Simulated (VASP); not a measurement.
# Ti5Si (R32) in VASP: a series of runs

Ti5Si is run at these levels: PBE; tasks: single point.

Everything below comes from runs of VASP 6.6.1. Logs are shortened: lines on timing, memory, paths and dates and some standing lists are left out, and cuts for length are marked.

**1. The cell of the first run**

The structure is trigonal, space group R32 (No. 155). Conventional cell: a = 5.048 Å, b = 5.048 Å, c = 13.315 Å, α = 90.00°, β = 90.00°, γ = 120.00°. Within 3.7 Å of Ti (site symmetry 3) lie 12 Ti at 2.84 to 3.66 Å and 3 Si at 2.92 Å. Ti (site symmetry 2) has 10 Ti at 2.68 to 3.46 Å and 2 Si at 2.71 Å within 3.5 Å. Si (site symmetry 32) has 12 Ti at 2.71 to 2.92 Å within 3.6 Å.

**2. Single point, PBE**

INCAR reads:

```
PREC     = Accurate       # precision mode
ENCUT    = 520            # plane-wave cutoff, eV
EDIFF    = 1E-7           # SCF threshold, eV
ISMEAR   = 0              # smearing method
SIGMA    = 0.15           # smearing width, eV
LREAL    = False          # projectors in reciprocal space
LASPH    = True           # aspherical terms in the spheres
NELM     = 60             # most SCF steps
ALGO     = Fast           # electronic algorithm
ISIF     = 2              # what is computed and relaxed
LWAVE    = False          # write WAVECAR
LCHARG   = False          # write CHGCAR
GGA      = PE             # functional
NBANDS   = 41             # bands
```

KPOINTS reads:

```
regular mesh
0
Gamma
  12 12 12
```

POSCAR reads:

```
Ti5Si
1.0
    2.5242456764      1.4573739208      4.4383588871
   -2.5242456764      1.4573739208      4.4383588871
    0.0000000000     -2.9147478416      4.4383588871
Ti Si
5 1
Direct
    0.1513621523      0.1513621523      0.1513621523
    0.6045557533      0.3954442467      0.0000000000
    0.0000000000      0.6045557533      0.3954442467
    0.8486378477      0.8486378477      0.8486378477
    0.3954442467      0.0000000000      0.6045557533
    0.5000000000      0.5000000000      0.5000000000
```

Potentials or basis: VASP PAW PBE potentials, release 64 (Ti_sv, Si).

Started as:

```console
$ cat potpaw_PBE.64/Ti_sv/POTCAR potpaw_PBE.64/Si/POTCAR > POTCAR
$ mpirun -np 1 vasp_std > vasp.out
```

OUTCAR:

```text
PREC = Accurate
   ENCUT = 520
   EDIFF = 1E-7
   ISMEAR = 0
   LREAL = False
   LASPH = True
   NELM = 60
   ISIF = 2
   GGA = PE

 ion  position               nearest neighbor table
   1  0.151  0.151  0.151-   2 2.84   3 2.84   5 2.84   3 2.88   5 2.88   2 2.88   6 2.92   6 2.92
                             6 2.92
   2  0.605  0.395  0.000-   5 2.68   3 2.68   3 2.68   5 2.68   6 2.71   6 2.71   4 2.84   1 2.84
                             4 2.88   1 2.88
   3  0.000  0.605  0.395-   5 2.68   5 2.68   2 2.68   2 2.68   6 2.71   6 2.71   4 2.84   1 2.84
                             1 2.88   4 2.88
   4  0.849  0.849  0.849-   2 2.84   5 2.84   3 2.84   5 2.88   3 2.88   2 2.88   6 2.92   6 2.92
                             6 2.92
   5  0.395  0.000  0.605-   3 2.68   3 2.68   2 2.68   2 2.68   6 2.71   6 2.71   1 2.84   4 2.84
                             4 2.88   1 2.88
   6  0.500  0.500  0.500-   5 2.71   3 2.71   5 2.71   3 2.71   2 2.71   2 2.71   4 2.92   1 2.92
                             1 2.92   4 2.92   1 2.92   4 2.92

  LATTYP: Found a trigonal (rhomboedric) cell.
 ALAT       =     5.3098761370
 COS(alpha) =     0.5480145475

  Lattice vectors:

 A1 = (   2.5242456764,   1.4573739208,   4.4383588871)
 A2 = (  -2.5242456764,   1.4573739208,   4.4383588871)
 A3 = (   0.0000000000,  -2.9147478416,   4.4383588871)

Analysis of symmetry for initial positions (statically):
=====================================================================
 Subroutine PRICEL returns:
 Original cell was already a primitive cell.

 Routine SETGRP: Setting up the symmetry group for a
 trigonal (rhombohedral) supercell.

 Subroutine GETGRP returns: Found  6 space group operations
 (whereof  6 operations were pure point group operations)
 out of a pool of 12 trial point group operations.

The static configuration has the point symmetry D_3 .

Analysis of symmetry for dynamics (positions and initial velocities):
=====================================================================
 Subroutine PRICEL returns:
 Original cell was already a primitive cell.

 Routine SETGRP: Setting up the symmetry group for a
 trigonal (rhombohedral) supercell.

 Subroutine GETGRP returns: Found  6 space group operations
 (whereof  6 operations were pure point group operations)
 out of a pool of 12 trial point group operations.

The dynamic configuration has the point symmetry D_3 .

 Subroutine INISYM returns: Found  6 space group operations
 (whereof  6 operations are pure point group operations),
 and found     1 'primitive' translations

----------------------------------------------------------------------------------------

                                     Primitive cell

  volume of cell :      97.9662

  direct lattice vectors                    reciprocal lattice vectors
     2.524245676  1.457373921  4.438358887     0.198078976  0.114360950  0.075102835
    -2.524245676  1.457373921  4.438358887    -0.198078976  0.114360950  0.075102835
     0.000000000 -2.914747842  4.438358887     0.000000000 -0.228721901  0.075102835

  length of vectors
     5.309876137  5.309876137  5.309876137     0.240736669  0.240736669  0.240736669

  position of ions in fractional coordinates (direct lattice)
     0.151362152  0.151362152  0.151362152
     0.604555753  0.395444247  0.000000000
     0.000000000  0.604555753  0.395444247
     0.848637848  0.848637848  0.848637848
     0.395444247  0.000000000  0.604555753
     0.500000000  0.500000000  0.500000000

  ion indices of the primitive-cell ions
   primitive index   ion index
                 1           1
                 2           2
                 3           3
                 4           4
                 5           5
                 6           6

----------------------------------------------------------------------------------------

 KPOINTS: regular mesh

Automatic generation of k-mesh.
 Grid dimensions read from file:
 generate k-points for:   12   12   12

 Generating k-lattice:

  Cartesian coordinates                     Fractional coordinates (reciprocal lattice)
     0.016506581  0.009530079  0.006258570     0.083333333  0.000000000  0.000000000
    -0.016506581  0.009530079  0.006258570     0.000000000  0.083333333  0.000000000
     0.000000000 -0.019060158  0.006258570     0.000000000  0.000000000  0.083333333

  Length of vectors
     0.020061389  0.020061389  0.020061389

  Shift w.r.t. Gamma in fractional coordinates (k-lattice)
     0.000000000  0.000000000  0.000000000

 Subroutine IBZKPT returns following result:
 ===========================================

 Found    189 irreducible k-points:

 Following reciprocal coordinates:
            Coordinates               Weight
  0.000000  0.000000  0.000000      1.000000
  0.083333  0.000000  0.000000      6.000000
  0.166667  0.000000 -0.000000      6.000000
  0.250000  0.000000 -0.000000      6.000000
  0.333333  0.000000  0.000000      6.000000
  0.416667  0.000000  0.000000      6.000000
[... 16 lines left out ...]
  0.500000  0.166667  0.000000     12.000000
 -0.416667  0.166667 -0.000000     12.000000
 [... further k-points ...]
   k-points           NKPTS =    189   k-points in BZ     NKDIM =    189   number of bands    NBANDS=     41
   number of dos      NEDOS =    301   number of ions     NIONS =      6
   total plane-waves  NPLWV =  64000
   dimension x,y,z NGX =    40 NGY =   40 NGZ =   40
   dimension x,y,z NGXF=    80 NGYF=   80 NGZF=   80
   ions per type =               5   1
   NGX,Y,Z   is equivalent  to a cutoff of  12.52, 12.52, 12.52 a.u.
   NGXF,Y,Z  is equivalent  to a cutoff of  25.05, 25.05, 25.05 a.u.
 SYSTEM =  unknown system
   PREC   = accura    normal or accurate (medium, high low for compatibility)
   ISTART =      0    job   : 0-new  1-cont  2-samecut
   ICHARG =      2    charge: 1-file 2-atom 10-const
   ISPIN  =      1    spin polarized calculation?
   LNONCOLLINEAR =      F non collinear calculations
   LSORBIT =      F    spin-orbit coupling
   LASPH  =      T    aspherical Exc in radial PAW
   ENCUT  =  520.0 eV  38.22 Ry    6.18 a.u.   9.87  9.87  9.87*2*pi/ulx,y,z
   NELM   =     60;   NELMIN=  2; NELMDL= -5     # of ELM steps
   EDIFF  = 0.1E-06   stopping-criterion for ELM
   LREAL  =      F    real-space projection
   EDIFFG = 0.1E-05   stopping-criterion for IOM
   NSW    =      0    number of steps for IOM
   IBRION =     -1    ionic relax: 0-MD 1-quasi-New 2-CG
   NFREE  =      0    steps in history (QN), initial steepest desc. (CG)
   ISIF   =      2    stress and relaxation
   ISYM   =      2    0-nonsym 1-usesym 2-fastsym
   POTIM  = 0.5000    time-step for ionic-motion
   TEBEG  =    0.0;   TEEND  =   0.0 temperature during run
   PSTRESS=    0.0 pullay stress
   NELECT =      64.0000    total number of electrons
   NUPDOWN=      -1.0000    fix difference up-down
   EMIN   =  10.00;   EMAX   =-10.00  energy-range for DOS
   EFERMI =   0.00;   METHOD = LEGACY
   ISMEAR =     0;   SIGMA  =   0.15  broadening in eV -4-tet -1-fermi 0-gaus
   EFERMI_NEDOS =   21; number of points for ismear=-14 and -15
   IALGO  =     68    algorithm
   IMIX   =      4    mixing-type and parameters
     AMIX     =   0.40;   BMIX     =  1.00
     AMIX_MAG =   1.60;   BMIX_MAG =  1.00
  volume/ion in A,a.u.               =      16.33       110.18
  Fermi-wavevector in a.u.,A,eV,Ry     =   1.420505  2.684365 27.454300  2.017834
  Thomas-Fermi vector in A             =   2.541413
   LORBIT       =      0    0 simple, 1 ext, 2 COOP (PROOUT), +10 PAW based schemes
   GGA     = PE    functional components
   LHFCALC =     F    Hartree Fock is set to
   AEXX    =    0.0000 exact exchange contribution
   IVDW    =     0    specifies the selected vdW correction
   LEPSILON=     F    determine dielectric tensor
   LRPA    =     F    only Hartree local field effects (RPA)
 non-spin polarized calculation
 RMM-DIIS sequential band-by-band and
 Gauss-broadening in eV      SIGMA  =   0.15
  energy-cutoff  :      520.00
  volume of cell :       97.97
 maximum number of plane-waves:      2664
   NGX = 19   NGY = 19   NGZ = 19

 number of electron      63.9999999 magnetization

 Free energy of the ion-electron system (eV)
  ---------------------------------------------------
  ext. energy  EPLUGINS =         0.00000000
  ---------------------------------------------------
  free energy    TOTEN  =       -46.39415663 eV

  energy without entropy =      -46.33231850  energy(sigma->0) =      -46.36323757

 E-fermi :   8.7700     XC(G=0): -11.5957

 val. band max:        8.7623461764   @ k =  -0.4167   0.5000   0.1667
 cond. band min:       8.7719302720   @ k =  -0.2500  -0.2500   0.1667
 fundamental gap:      0.0095840956
 Fermi energy:         8.7699884641

 k-point     1 :       0.0000    0.0000    0.0000
  band No.  band energies     occupation
      1     -47.9999      2.00000
      2     -47.9269      2.00000
      3     -47.7910      2.00000
      4     -47.6583      2.00000
      5     -47.6583      2.00000
      6     -24.4869      2.00000
[... 33 lines left out ...]
     40      10.5280      0.00000
     41      10.5557      0.00000

 k-point     2 :       0.0833    0.0000    0.0000
  band No.  band energies     occupation
      1     -47.9983      2.00000
      2     -47.9277      2.00000
      3     -47.7895      2.00000
      4     -47.6606      2.00000
      5     -47.6584      2.00000
      6     -24.4847      2.00000
[... 33 lines left out ...]
     40      10.4875      0.00000
     41      10.6332      0.00000

 k-point     3 :       0.1667    0.0000   -0.0000
  band No.  band energies     occupation
      1     -47.9940      2.00000
      2     -47.9302      2.00000
      3     -47.7851      2.00000
      4     -47.6671      2.00000
      5     -47.6584      2.00000
      6     -24.4795      2.00000
[... 33 lines left out ...]
     40      10.5112      0.00000
     41      10.6990      0.00000

 k-point     4 :       0.2500    0.0000   -0.0000
  band No.  band energies     occupation
      1     -47.9875      2.00000
      2     -47.9342      2.00000
      3     -47.7781      2.00000
      4     -47.6770      2.00000
      5     -47.6585      2.00000
      6     -24.4774      2.00000
[... 825 lines left out ...]
     40      10.5898      0.00000
     41      10.7204      0.00000

 k-point    23 :       0.5000    0.1667    0.0000
  band No.  band energies     occupation
      1     -47.9684      2.00000
      2     -47.9469      2.00000
      3     -47.7559      2.00000
      4     -47.7064      2.00000
      5     -47.6585      2.00000
      6     -24.4637      2.00000
[... 33 lines left out ...]
     40      10.4998      0.00000
     41      10.7080      0.00000

 k-point    24 :      -0.4167    0.1667   -0.0000
  band No.  band energies     occupation
      1     -47.9662      2.00000
      2     -47.9492      2.00000
      3     -47.7497      2.00000
      4     -47.7125      2.00000
      5     -47.6585      2.00000
      6     -24.4606      2.00000
[... 33 lines left out ...]
     40      10.5271      0.00000
     41      10.7351      0.00000

 [... further k-points ...]
[... 5 lines left out ...]
  --------------------------------------------------------------------------------------
  -------------------------------------------------------------------------------------
  Total       -0.1034580     -0.1034580     -0.1123698      0.0000000     -0.0000000      0.0000000
  in kB       -1.6919917     -1.6919917     -1.8377386      0.0000000     -0.0000000      0.0000000
  external PRESSURE =      -1.7405740 kB  Pullay stress =       0.0000000 kB

 VOLUME and BASIS-vectors are now :
 -----------------------------------------------------------------------------
  energy-cutoff  :      520.00
  volume of cell :       97.97
      direct lattice vectors                 reciprocal lattice vectors
     2.524245676  1.457373921  4.438358887     0.198078976  0.114360950  0.075102835
    -2.524245676  1.457373921  4.438358887    -0.198078976  0.114360950  0.075102835
     0.000000000 -2.914747842  4.438358887     0.000000000 -0.228721901  0.075102835

 POSITION                                       TOTAL-FORCE (eV/Angst)
 -----------------------------------------------------------------------------------
      0.00000      0.00000      2.01540        -0.000000     -0.000000     -0.015759
      0.52785      1.45737      4.43836        -0.000238     -0.000000     -0.000000
     -1.52605     -0.27156      4.43836         0.000119     -0.000207     -0.000000
      0.00000      0.00000     11.29968        -0.000000      0.000000      0.015759
      0.99820     -1.18582      4.43836         0.000119      0.000207     -0.000000
      0.00000      0.00000      6.65754        -0.000000     -0.000000     -0.000000
 -----------------------------------------------------------------------------------
    total drift:                                0.000000     -0.000000      0.000000

  FREE ENERGIE OF THE ION-ELECTRON SYSTEM (eV)
  ---------------------------------------------------
  free  energy   TOTEN  =       -46.3941566345 eV

  energy  without entropy=      -46.3323184986  energy(sigma->0) =      -46.36323757
```

Wall time 63 min (1 thread of Intel Xeon Platinum 8488C (Sapphire Rapids), shared host); peak memory 0.69 GiB.

Results:

```
Free energy            : -46.3942 eV
Pressure               : -0.2 GPa
Largest force          : 0.016 eV/Å
Band gap on the k mesh : zero (bands 32 and 33 overlap by 0.59 eV)
```

Forces in eV/Å, atoms in the order of the input:
```
Ti   0.000  0.000 -0.016
Ti   0.000  0.000  0.000
Ti   0.000  0.000  0.000
Ti   0.000  0.000  0.016
Ti   0.000  0.000  0.000
Si   0.000  0.000  0.000
```

**3. Single point, PBE (15.84 Å³/atom)**

This run uses another cell than the first one, of 15.84 Å³/atom.

INCAR reads:

```
SYSTEM = Ti5Si
PREC = Accurate
ENCUT = 520
EDIFF = 1E-6
ISMEAR = 0
SIGMA = 0.1
LREAL = .FALSE.
LASPH = .TRUE.
NELM = 100
ALGO = Fast
ISIF = 2
LWAVE = .FALSE.
LCHARG = .FALSE.
GGA = PE
NBANDS = 41
```

KPOINTS reads:

```
Automatic mesh
0
G
  12 12 12
  0 0 0
```

POSCAR reads:

```
Ti5Si
1.0
    2.4960068945      1.4410702524      4.4031738362
   -2.4960068945      1.4410702524      4.4031738362
    0.0000000000     -2.8821405049      4.4031738361
Ti Si
5 1
Direct
    0.1512311632      0.1512311632      0.1512311632
    0.6054904465      0.3945095535      0.0000000000
    0.0000000000      0.6054904465      0.3945095535
    0.8487688368      0.8487688368      0.8487688368
    0.3945095535      0.0000000000      0.6054904465
    0.5000000000      0.5000000000      0.5000000000
```

Potentials or basis: VASP PAW PBE potentials, release 64 (Ti_sv, Si).

Started as:

```console
$ cat potpaw_PBE.64/Ti_sv/POTCAR potpaw_PBE.64/Si/POTCAR > POTCAR
$ mpirun -np 1 vasp_std > vasp.out
```

It took 20 min on 1 thread of Intel Xeon 6975P-C (Granite Rapids), shared host; peak memory 0.64 GiB.

It converged, with:

* Free energy: -46.3452 eV
* Pressure: 3.8 GPa
* Largest force: 0.006 eV/Å
* Band gap on the k mesh: zero (bands 32 and 33 overlap by 0.60 eV)

Forces on the atoms (eV/Å):
```
Ti   0.000  0.000  0.006
Ti  -0.001  0.000  0.000
Ti   0.000 -0.001  0.000
Ti   0.000  0.000 -0.006
Ti   0.000  0.001  0.000
Si   0.000  0.000  0.000
```

Levels at points of the mesh, in eV from the Fermi level:
| k point | band 28 | band 29 | band 30 | band 31 | band 32 | band 33 | band 34 | band 35 | band 36 | band 37 |
| --- | --- | --- | --- | --- | --- | --- | --- | --- | --- | --- |
| (0.00, 0.00, 0.00) | -1.12 | -0.91 | -0.91 | -0.74 | -0.09 | -0.05 | -0.05 | 1.09 | 1.10 | 1.46 |
| (0.50, 0.00, 0.00) | -1.57 | -1.12 | -0.77 | -0.53 | 0.37 | 0.57 | 0.59 | 0.75 | 0.76 | 1.13 |
| (0.50, 0.50, 0.00) | -1.47 | -1.35 | -0.58 | -0.37 | -0.12 | -0.07 | 0.65 | 0.74 | 1.01 | 1.47 |
| (0.50, 0.50, 0.50) | -1.50 | -0.76 | -0.58 | -0.58 | -0.17 | 0.26 | 0.26 | 0.90 | 1.32 | 1.32 |

Caveat: the cell stands under pressure.
